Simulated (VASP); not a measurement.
Here is a VASP 6.6.1 calculation.

The input POSCAR:

```
SbMo
1.0
    0.0000000000      2.7485306909      2.7485306909
    2.7485306909      0.0000000000      2.7485306909
    2.7485306909      2.7485306909      0.0000000000
Mo Sb
1 1
Direct
    0.5000000000      0.5000000000      0.5000000000
    0.0000000000      0.0000000000      0.0000000000
```

INCAR.step1

```
PREC = Accurate ; ENCUT = 520
ISMEAR = 0 ; SIGMA = 0.05
LREAL = False ; LASPH = True
NELM = 60 ; NBANDS = 16
GGA = PE ; ALGO = Normal
EDIFF = 1E-4 ; LWAVE = True
LCHARG = False
```

INCAR.step2

```
PREC = Accurate ; ENCUT = 520
EDIFF = 1E-6 ; ISMEAR = 0
SIGMA = 0.05 ; LREAL = False
LASPH = True ; NELM = 60
ALGO = Normal ; ISIF = 2
LWAVE = False ; LCHARG = True
METAGGA = R2SCAN ; LMIXTAU = True
LELF = True ; LVHAR = True
NBANDS = 16 ; ISTART = 1
```

The input KPOINTS:

```
Automatic mesh
0
Gamma
  10 10 10
```

Potentials or basis: VASP PAW PBE potentials, release 64 (Mo_sv, Sb).

Run with:

```sh
$ cat potpaw_PBE.64/Mo_sv/POTCAR potpaw_PBE.64/Sb/POTCAR > POTCAR
$ cp INCAR.step1 INCAR
$ mpirun -np 1 vasp_std > vasp.out
$ cp INCAR.step2 INCAR
$ mpirun -np 1 vasp_std > vasp.out
```

(1) Predict the pressure.

Results:

(1) 0.1 GPa.

Caveat: the PAW data sets were made with another functional, which shifts forces and pressure a little.
